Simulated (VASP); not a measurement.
# BeTe (Pbca) in VASP: a series of runs

BeTe is run at these levels: PBE; tasks: single point, relaxation of cell and atoms.

Everything below comes from runs of VASP 6.6.1. Logs are shortened: lines on timing, memory, paths and dates and some standing lists are left out, and cuts for length are marked.

### Step 1. The cell of the first run

The structure is orthorhombic, space group Pbca (No. 61). The conventional cell has a = 6.835 Å, b = 8.022 Å, c = 6.966 Å, α = 90.00°, β = 90.00°, γ = 90.00°. Be (site symmetry 1) has 4 Te at 2.44 to 2.48 Å and 1 Be at 3.32 Å within 3.4 Å. Te (site symmetry 1) has 4 Be at 2.44 to 2.48 Å within 3.2 Å.

The cell was generated, and may not be a known phase.

### Step 2. Single point, PBE

INCAR

```
SYSTEM = BeTe
PREC = Accurate
ENCUT = 520
EDIFF = 1E-6
ISMEAR = 0
SIGMA = 0.02
LREAL = Auto
LASPH = .TRUE.
NELM = 60
ALGO = Normal
ISIF = 2
LWAVE = .FALSE.
LCHARG = .TRUE.
GGA = PE
LELF = .TRUE.
LVHAR = .TRUE.
NBANDS = 46
```

KPOINTS

```
regular mesh
0
G
  4 4 4
  0 0 0
```

POSCAR

```
BeTe
1.0
    6.8349657000      0.0000000000      0.0000000000
    0.0000000000      8.0223187000      0.0000000000
    0.0000000000      0.0000000000      6.9660737000
Be Te
8 8
Direct
    0.8364080000      0.8672860000      0.5869350000
    0.6635920000      0.1327140000      0.0869350000
    0.1635920000      0.1327140000      0.4130650000
    0.3364080000      0.8672860000      0.9130650000
    0.1635920000      0.3672860000      0.9130650000
    0.3364080000      0.6327140000      0.4130650000
    0.6635920000      0.3672860000      0.5869350000
    0.8364080000      0.6327140000      0.0869350000
    0.6987940000      0.8666880000      0.9094550000
    0.8012060000      0.1333120000      0.4094550000
    0.1987940000      0.8666880000      0.5905450000
    0.3012060000      0.1333120000      0.0905450000
    0.3012060000      0.3666880000      0.5905450000
    0.1987940000      0.6333120000      0.0905450000
    0.6987940000      0.6333120000      0.4094550000
    0.8012060000      0.3666880000      0.9094550000
```

Potentials or basis: VASP PAW PBE potentials, release 64 (Be, Te).

Started as:

```bash
cat potpaw_PBE.64/Be/POTCAR potpaw_PBE.64/Te/POTCAR > POTCAR
mpirun -np 1 vasp_std > vasp.out
```

OUTCAR:

```text
SYSTEM = BeTe
   PREC = Accurate
   ENCUT = 520
   EDIFF = 1E-6
   ISMEAR = 0
   LREAL = Auto
   LASPH = .TRUE.
   NELM = 60
   ISIF = 2
   GGA = PE

 ion  position               nearest neighbor table
   1  0.836  0.867  0.587-   9 2.44  15 2.44  11 2.48  10 2.48
   2  0.664  0.133  0.087-  10 2.44  16 2.44  12 2.48   9 2.48
   3  0.164  0.133  0.413-  12 2.44  13 2.44  10 2.48  11 2.48
   4  0.336  0.867  0.913-  11 2.44  14 2.44   9 2.48  12 2.48
   5  0.164  0.367  0.913-  13 2.44  12 2.44  16 2.48  14 2.48
   6  0.336  0.633  0.413-  14 2.44  11 2.44  15 2.48  13 2.48
   7  0.664  0.367  0.587-  16 2.44  10 2.44  13 2.48  15 2.48
   8  0.836  0.633  0.087-  15 2.44   9 2.44  14 2.48  16 2.48
   9  0.699  0.867  0.909-   1 2.44   8 2.44   4 2.48   2 2.48  12 3.68
  10  0.801  0.133  0.409-   2 2.44   7 2.44   3 2.48   1 2.48  11 3.68
  11  0.199  0.867  0.591-   4 2.44   6 2.44   1 2.48   3 2.48  10 3.68
  12  0.301  0.133  0.091-   3 2.44   5 2.44   2 2.48   4 2.48   9 3.68
  13  0.301  0.367  0.591-   5 2.44   3 2.44   7 2.48   6 2.48  15 3.68
  14  0.199  0.633  0.091-   6 2.44   4 2.44   8 2.48   5 2.48  16 3.68
  15  0.699  0.633  0.409-   8 2.44   1 2.44   6 2.48   7 2.48  13 3.68
  16  0.801  0.367  0.909-   7 2.44   2 2.44   5 2.48   8 2.48  14 3.68

  LATTYP: Found a simple orthorhombic cell.
 ALAT       =     6.8349657000
 B/A-ratio  =     1.0191819543
 C/A-ratio  =     1.1737174775

  Lattice vectors:

 A1 = (  -6.8349657000,   0.0000000000,   0.0000000000)
 A2 = (   0.0000000000,   0.0000000000,   6.9660737000)
 A3 = (   0.0000000000,   8.0223187000,   0.0000000000)

Analysis of symmetry for initial positions (statically):
=====================================================================
 Subroutine PRICEL returns:
 Original cell was already a primitive cell.

 Routine SETGRP: Setting up the symmetry group for a
 simple orthorhombic supercell.

 Subroutine GETGRP returns: Found  8 space group operations
 (whereof  2 operations were pure point group operations)
 out of a pool of  8 trial point group operations.

The static configuration has the point symmetry S_2 .
 The point group associated with its full space group is D_2h.

Analysis of symmetry for dynamics (positions and initial velocities):
=====================================================================
 Subroutine PRICEL returns:
 Original cell was already a primitive cell.

 Routine SETGRP: Setting up the symmetry group for a
 simple orthorhombic supercell.

 Subroutine GETGRP returns: Found  8 space group operations
 (whereof  2 operations were pure point group operations)
 out of a pool of  8 trial point group operations.

The dynamic configuration has the point symmetry S_2 .
 The point group associated with its full space group is D_2h.

 Subroutine INISYM returns: Found  8 space group operations
[... 138 lines left out ...]
   EMIN   =  10.00;   EMAX   =-10.00  energy-range for DOS
   EFERMI =   0.00;   METHOD = LEGACY
   ISMEAR =     0;   SIGMA  =   0.02  broadening in eV -4-tet -1-fermi 0-gaus
   EFERMI_NEDOS =   21; number of points for ismear=-14 and -15
   IALGO  =     38    algorithm
   IMIX   =      4    mixing-type and parameters
     AMIX     =   0.40;   BMIX     =  1.00
     AMIX_MAG =   1.60;   BMIX_MAG =  1.00
  volume/ion in A,a.u.               =      23.87       161.10
  Fermi-wavevector in a.u.,A,eV,Ry     =   0.902527  1.705528 11.082686  0.814554
  Thomas-Fermi vector in A             =   2.025741
   LORBIT       =      0    0 simple, 1 ext, 2 COOP (PROOUT), +10 PAW based schemes
   GGA     = PE    functional components
   LHFCALC =     F    Hartree Fock is set to
   AEXX    =    0.0000 exact exchange contribution
   IVDW    =     0    specifies the selected vdW correction
   LEPSILON=     F    determine dielectric tensor
   LRPA    =     F    only Hartree local field effects (RPA)
 non-spin polarized calculation
 Gauss-broadening in eV      SIGMA  =   0.02
  energy-cutoff  :      520.00
  volume of cell :      381.97
 maximum number of plane-waves:     10332
 NGX is ok and might be reduce to    54
   NGX = 25   NGY = 29   NGZ = 25

 number of electron      64.0000000 magnetization

 Free energy of the ion-electron system (eV)
  ---------------------------------------------------
  ext. energy  EPLUGINS =         0.00000000
  ---------------------------------------------------
  free energy    TOTEN  =       -59.96028969 eV

  energy without entropy =      -59.96028969  energy(sigma->0) =      -59.96028969

 E-fermi :   4.5056     XC(G=0):  -8.7198

 val. band max:        4.3857230546   @ k =   0.0000   0.0000   0.0000
 cond. band min:       6.6393542177   @ k =   0.0000   0.2500   0.0000
 fundamental gap:      2.2536311631
 Fermi energy:         4.5055822637

 k-point     1 :       0.0000    0.0000    0.0000
  band No.  band energies     occupation
      1      -7.6608      2.00000
      2      -6.4947      2.00000
      3      -6.4943      2.00000
      4      -6.4922      2.00000
      5      -6.4064      2.00000
      6      -6.1831      2.00000
[... 1117 lines left out ...]
     43       8.6355      0.00000
     44       8.6355      0.00000

 [... further k-points ...]

 [bands above 44 left out]

------------------------ aborting loop because EDIFF is reached ----------------------------------------

  FORCE on cell =-STRESS in cart. coord.  units (eV):
  Direction    XX          YY          ZZ          XY          YZ          ZX
  --------------------------------------------------------------------------------------
  -------------------------------------------------------------------------------------
  Total        0.2643246      0.2142437      0.3395308      0.0000000      0.0000000      0.0000000
  in kB        1.1087248      0.8986579      1.4241818      0.0000000      0.0000000      0.0000000
  external PRESSURE =       1.1438549 kB  Pullay stress =       0.0000000 kB

 VOLUME and BASIS-vectors are now :
 -----------------------------------------------------------------------------
  energy-cutoff  :      520.00
  volume of cell :      381.97
      direct lattice vectors                 reciprocal lattice vectors
     6.834965700  0.000000000  0.000000000     0.146306513  0.000000000  0.000000000
     0.000000000  8.022318700  0.000000000     0.000000000  0.124652241  0.000000000
     0.000000000  0.000000000  6.966073700     0.000000000  0.000000000  0.143552888

 POSITION                                       TOTAL-FORCE (eV/Angst)
 -----------------------------------------------------------------------------------
      5.71682      6.95764      4.08863        -0.000363      0.000967      0.003187
      4.53563      1.06467      0.60560         0.000363     -0.000967      0.003187
      1.11815      1.06467      2.87744         0.000363     -0.000967     -0.003187
      2.29934      6.95764      6.36048        -0.000363      0.000967     -0.003187
      1.11815      2.94649      6.36048         0.000363      0.000967     -0.003187
      2.29934      5.07583      2.87744        -0.000363     -0.000967     -0.003187
[... 8 lines left out ...]
      4.77623      5.08063      2.85229         0.006291      0.001801      0.000957
      5.47622      2.94169      6.33533        -0.006291     -0.001801      0.000957
 -----------------------------------------------------------------------------------
    total drift:                                0.000000     -0.000000     -0.000000

  FREE ENERGIE OF THE ION-ELECTRON SYSTEM (eV)
  ---------------------------------------------------
  free  energy   TOTEN  =       -59.9602896936 eV

  energy  without entropy=      -59.9602896936  energy(sigma->0) =      -59.96028969
```

OSZICAR:

```text
N       E                     dE             d eps       ncg     rms          rms(c)
DAV:   1     0.257441882165E+03    0.25744E+03   -0.23089E+04  2484   0.112E+03
DAV:   2    -0.353092344349E+02   -0.29275E+03   -0.27526E+03  3100   0.173E+02
DAV:   3    -0.601609127245E+02   -0.24852E+02   -0.24581E+02  3224   0.574E+01
DAV:   4    -0.608488927893E+02   -0.68798E+00   -0.68581E+00  3264   0.104E+01
DAV:   5    -0.608699482678E+02   -0.21055E-01   -0.21045E-01  3206   0.192E+00    0.114E+01
DAV:   6    -0.601703308946E+02    0.69962E+00   -0.64955E-01  2908   0.244E+00    0.697E+00
DAV:   7    -0.599557219310E+02    0.21461E+00   -0.78418E-01  2916   0.269E+00    0.874E-01
DAV:   8    -0.599571924361E+02   -0.14705E-02   -0.44344E-02  3036   0.777E-01    0.429E-01
DAV:   9    -0.599595797392E+02   -0.23873E-02   -0.63308E-03  3032   0.277E-01    0.882E-02
DAV:  10    -0.599600642860E+02   -0.48455E-03   -0.27897E-04  3266   0.627E-02    0.649E-02
DAV:  11    -0.599602374401E+02   -0.17315E-03   -0.11172E-04  2830   0.364E-02    0.261E-02
DAV:  12    -0.599602846379E+02   -0.47198E-04   -0.64251E-05  2916   0.268E-02    0.780E-03
DAV:  13    -0.599602894231E+02   -0.47852E-05   -0.11065E-05  2946   0.118E-02    0.604E-03
DAV:  14    -0.599602896936E+02   -0.27050E-06   -0.18680E-07  2146   0.170E-03
   1 F= -.59960290E+02 E0= -.59960290E+02  d E =-.444979E-19
```

stdout:

```text
POSCAR found type information on POSCAR BeTe
 POSCAR found :  2 types and      16 ions
 scaLAPACK will be used
 LDA part: xc-table for (Slater+PW92), standard interpolation
 POSCAR, INCAR and KPOINTS ok, starting setup
 FFT: planning ... GRIDC
 FFT: planning ... GRID_SOFT
 FFT: planning ... GRID
 WAVECAR not read
 entering main loop
```

It took 9.5 min on 1 thread of AMD EPYC 7R13 (Zen 3), shared host; peak memory 0.55 GiB.

Results:

```
Free energy            : -59.9603 eV
Pressure               : 0.1 GPa
Largest force          : 0.007 eV/Å
Band gap on the k mesh : 2.25 eV (least direct gap 2.31 eV)
```

Forces on the atoms (eV/Å):
```
Be   0.000  0.001  0.003
Be   0.000 -0.001  0.003
Be   0.000 -0.001 -0.003
Be   0.000  0.001 -0.003
Be   0.000  0.001 -0.003
Be   0.000 -0.001 -0.003
Be   0.000  0.001  0.003
Be   0.000 -0.001  0.003
Te   0.006 -0.002  0.001
Te  -0.006  0.002  0.001
Te   0.006 -0.002 -0.001
Te  -0.006  0.002 -0.001
Te  -0.006 -0.002 -0.001
Te   0.006  0.002 -0.001
Te   0.006  0.002  0.001
Te  -0.006 -0.002  0.001
```

Caveat: spin-orbit coupling is left out, which moves the levels of the heavy elements. A k mesh can miss the band edges.

### Step 3. Relaxation of cell and atoms, PBE

INCAR

```
SYSTEM = BeTe
ALGO = Normal
EDIFF = 1E-6
EDIFFG = -0.01
ENCUT = 600
GGA = PE
IBRION = 2
ISIF = 3
ISMEAR = 0
LASPH = .TRUE.
LCHARG = .FALSE.
LREAL = Auto
LWAVE = .FALSE.
NELM = 100
NSW = 100
PREC = Accurate
SIGMA = 0.02
```

KPOINTS

```
k-points
0
G
  4 4 4
  0 0 0
```

POSCAR is that of step 2.

Potentials or basis: VASP PAW PBE potentials, release 64 (Be, Te).

Started as:

```bash
cat potpaw_PBE.64/Be/POTCAR potpaw_PBE.64/Te/POTCAR > POTCAR
mpirun -np 1 vasp_std > vasp.out
```

It took 25 min on 1 thread of Oxide Virtual Turin-like, shared host; peak memory 0.63 GiB.

It converged, with:

```yaml
Free_energy: -59.9620 eV
Relaxed_volume: 23.94 Å³/atom
Relaxed_cell: a = 6.840 Å, b = 8.029 Å, c = 6.974 Å, α = 90.00°, β = 90.00°, γ = 90.00°
Space_group_after_relaxing_to_0.1_Å: Pbca (No. 61)
Energy_gained_by_relaxing: 0.0 meV/atom
Ionic_steps: 2
Pressure_after_relaxing: 0.0 GPa
Largest_force_after_relaxing: 0.006 eV/Å
Band_gap_on_the_k_mesh: 2.26 eV (least direct gap 2.32 eV)
```

Forces on the atoms (eV/Å):
```
Be   0.002  0.001  0.005
Be  -0.002 -0.001  0.005
Be  -0.002 -0.001 -0.005
Be   0.002  0.001 -0.005
Be  -0.002  0.001 -0.005
Be   0.002 -0.001 -0.005
Be  -0.002  0.001  0.005
Be   0.002 -0.001  0.005
Te   0.001 -0.003  0.005
Te  -0.001  0.003  0.005
Te   0.001 -0.003 -0.005
Te  -0.001  0.003 -0.005
Te  -0.001 -0.003 -0.005
Te   0.001  0.003 -0.005
Te   0.001  0.003  0.005
Te  -0.001 -0.003  0.005
```

The path:
```csv
step,energy change (eV),largest force (eV/Å),pressure (GPa),volume (Å³)
1,0.0000,0.0140,0.13,381.97
2,-0.0003,0.0064,-0.02,383.03
```

Final structure:
```
Be Te
1.0
     6.84028    0.00000    0.00000
     0.00000    8.02937    0.00000
     0.00000    0.00000    6.97396
Be Te
8 8
Direct
  0.83641 0.86730 0.58695
  0.66359 0.13270 0.08695
  0.16359 0.13270 0.41305
  0.33641 0.86730 0.91305
  0.16359 0.36730 0.91305
  0.33641 0.63270 0.41305
  0.66359 0.36730 0.58695
  0.83641 0.63270 0.08695
  0.69887 0.86669 0.90952
  0.80113 0.13331 0.40952
  0.19887 0.86669 0.59048
  0.30113 0.13331 0.09048
  0.30113 0.36669 0.59048
  0.19887 0.63331 0.09048
  0.69887 0.63331 0.40952
  0.80113 0.36669 0.90952
```

Levels at points of the mesh, in eV from the valence-band top:
| k point | band 29 | band 30 | band 31 | band 32 | band 33 | band 34 | band 35 | band 36 |
| --- | --- | --- | --- | --- | --- | --- | --- | --- |
| (0.00, 0.00, 0.00) | -0.67 | -0.08 | -0.04 | 0.00 | 2.32 | 2.47 | 3.02 | 3.29 |
| (0.50, 0.00, 0.00) | -0.70 | -0.70 | -0.54 | -0.54 | 2.53 | 2.53 | 3.04 | 3.04 |
| (0.00, 0.50, 0.00) | -0.76 | -0.76 | -0.59 | -0.59 | 2.46 | 2.46 | 3.50 | 3.50 |
| (0.50, 0.50, 0.00) | -1.16 | -1.16 | -1.16 | -1.16 | 2.86 | 2.86 | 2.86 | 2.86 |
| (0.00, 0.00, 0.50) | -0.77 | -0.77 | -0.63 | -0.63 | 2.43 | 2.43 | 2.72 | 2.72 |
| (0.50, 0.00, 0.50) | -1.19 | -1.19 | -1.19 | -1.19 | 2.63 | 2.63 | 2.63 | 2.63 |
| (0.00, 0.50, 0.50) | -1.05 | -1.05 | -1.05 | -1.05 | 3.07 | 3.07 | 3.07 | 3.07 |
| (0.50, 0.50, 0.50) | -1.40 | -1.40 | -1.40 | -1.40 | 3.22 | 3.22 | 3.22 | 3.22 |

Caveat: spin-orbit coupling is left out, which moves the levels of the heavy elements.
